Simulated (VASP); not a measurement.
CdS (Hawleyite):

```
Cd S
1.0
     0.00000    2.93582    2.93582
     2.93582    0.00000    2.93582
     2.93582    2.93582    0.00000
Cd S
1 1
Direct
  0.00000 0.00000 0.00000
  0.75000 0.75000 0.75000
```

Base run:

```yaml
Program: VASP 6.6.1
Functional: r2SCAN
Potentials_or_basis: VASP PAW PBE potentials, release 64 (Cd, S)
Cutoff: 520 eV
k_mesh: 8 × 8 × 8
Occupations: fermi-dirac, width 0.05 eV
Spin: no spin polarisation
```

Its results: band gap on the k mesh 1.55 eV, direct; pressure 0.5 GPa.

**Question.** The run is repeated on the same cell with these changes: functional from r2SCAN to PBEsol. What comes out?

**Answer.** Band gap on the k mesh 0.97 eV, direct; pressure -1.1 GPa.

r2SCAN gives the wider gap, since meta-GGAs in the generalised Kohn-Sham scheme recover part of the derivative discontinuity.

Caveats: the PAW data sets were made with another functional, which shifts forces and pressure a little.

